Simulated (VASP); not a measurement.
## SiH6CO: single point with PBE+D3(BJ)

SiH6CO:

```
O C H Si
1.0
     8.41883    0.00000    0.00000
     0.00000    8.41883    0.00000
     0.00000    0.00000    8.41883
O C H Si
3 3 18 3
Direct
  0.33382 0.53467 0.13344
  0.71531 0.16199 0.80605
  0.69384 0.62711 0.92908
  0.34406 0.66908 0.07698
  0.81239 0.13507 0.70623
  0.73407 0.51475 0.85224
  0.25102 0.75711 0.10765
  0.44600 0.69716 0.01136
  0.85093 0.22333 0.61335
  0.86905 0.01571 0.69779
  0.84040 0.43530 0.87181
  0.66396 0.46116 0.74912
  0.28256 0.26842 0.55205
  0.12912 0.01923 0.60009
  0.33930 0.03764 0.39997
  0.40598 0.03818 0.69248
  0.93355 0.56680 0.20348
  0.83757 0.75643 0.38097
  0.79504 0.47365 0.43103
  0.06112 0.57419 0.46799
  0.05826 0.96229 0.24273
  0.05477 0.13469 0.00753
  0.91364 0.88598 0.00814
  0.83988 0.11409 0.18865
  0.28762 0.08964 0.55913
  0.90828 0.59606 0.36705
  0.96643 0.01797 0.10326
```

- Program: VASP 6.6.1
- Task: single point
- Functional: PBE
- Dispersion: D3(BJ)
- Potentials or basis: VASP PAW PBE potentials, release 64 (O, C, H, Si)
- Cutoff: 520 eV
- k mesh: 1 × 1 × 1
- Occupations: fermi-dirac, width 0.02 eV
- Spin: no spin polarisation

The pressure is 0.3 GPa. The largest force is 2.999 eV/Å and the band gap on the k mesh is 2.94 eV. The dispersion energy per atom is -0.029 eV.

Forces on the atoms (eV/Å):
```
O   -0.162  0.316 -0.236
O   -1.223  0.571  1.281
O   -0.124  1.170  0.783
C   -1.364 -1.559  1.905
C    1.169 -0.615 -1.455
C    0.109 -2.489 -1.670
H   -0.043  0.342 -0.284
H    1.513  0.913 -1.355
H   -0.077 -0.005  0.223
H    0.135 -0.044 -0.083
H    0.080  0.687  0.492
H   -0.024  0.707  0.392
H   -0.144 -0.249  0.139
H    0.070  0.114 -0.108
H    0.095 -0.266 -0.166
H   -0.615  0.253 -0.820
H    0.379 -0.317 -1.423
H   -0.020  0.195  0.215
H   -0.015  0.157 -0.063
H   -0.673  0.315 -0.565
H    0.429 -0.219 -0.062
H    0.341  0.091 -0.232
H   -0.409 -0.659 -0.469
H   -0.050 -0.338 -0.448
Si   0.596  0.140  0.947
Si   0.333 -0.366  1.833
Si  -0.309  1.154  1.229
```

Stress tensor (GPa, compression positive):
```
 0.34  0.08 -0.92
 0.08  0.05  0.56
-0.92  0.56  0.42
```

Levels at points of the mesh, in eV from the valence-band top:
```
           k point  band 28  band 29  band 30  band 31  band 32  band 33
(0.00, 0.00, 0.00)    -0.72    -0.43     0.00     2.94     3.31     3.36
```

Run time: 45 s on 1 thread of Intel(R) Xeon(R) 6975P-C (Granite Rapids), on a shared host, peak memory 0.56 GiB.

Caveat: the k points lie up to 0.75 Å⁻¹ apart.
